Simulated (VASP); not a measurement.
Input of a VASP 6.6.1 run:

Contents of INCAR:

```
PREC     = Accurate       # precision mode
ENCUT    = 600            # plane-wave cutoff, eV
EDIFF    = 1E-6           # SCF threshold, eV
ISMEAR   = -1             # smearing method
SIGMA    = 0.05           # smearing width, eV
LREAL    = F              # projectors in reciprocal space
LASPH    = T              # aspherical terms in the spheres
NELM     = 60             # most SCF steps
ALGO     = Normal         # electronic algorithm
ISIF     = 3              # what is computed and relaxed
LWAVE    = F              # write WAVECAR
LCHARG   = F              # write CHGCAR
GGA      = PE             # functional
IVDW     = 12             # dispersion correction
IBRION   = 2              # ionic algorithm
NSW      = 80             # ionic steps
EDIFFG   = -0.02          # ionic threshold
```

File KPOINTS:

```
regular mesh
0
Gamma
  8 8 8
```

Contents of POSCAR:

```
CdSe
1.0
    0.0000000000      3.0702711986      3.0702711986
    3.0702711986      0.0000000000      3.0702711986
    3.0702711986      3.0702711986      0.0000000000
Cd Se
1 1
Direct
    0.0000000000      0.0000000000      0.0000000000
    0.2500000000      0.2500000000      0.2500000000
```

Potentials or basis: VASP PAW PBE potentials, release 64 (Cd, Se).

Command:

```sh
$ cat potpaw_PBE.64/Cd/POTCAR potpaw_PBE.64/Se/POTCAR > POTCAR
$ mpirun -np 1 vasp_std > vasp.out
```

Question: Estimate the space group after relaxing (to 0.05 Å).

Answer: F-43m (No. 216).

Question: Predict the band gap on the k mesh.

Answer: 0.57 eV, direct.

Question: Predict the relaxed cell.

Answer: a = 4.329 Å, b = 4.329 Å, c = 4.329 Å, α = 60.00°, β = 60.00°, γ = 60.00°.

Final structure:
```
CELL_PARAMETERS angstrom
0.00000 3.06087 3.06087
3.06087 0.00000 3.06087
3.06087 3.06087 0.00000
ATOMIC_POSITIONS crystal
Cd 0.00000 0.00000 0.00000
Se 0.25000 0.25000 0.25000
```

A hybrid or GW would open this gap; PBE tends to underestimate it.
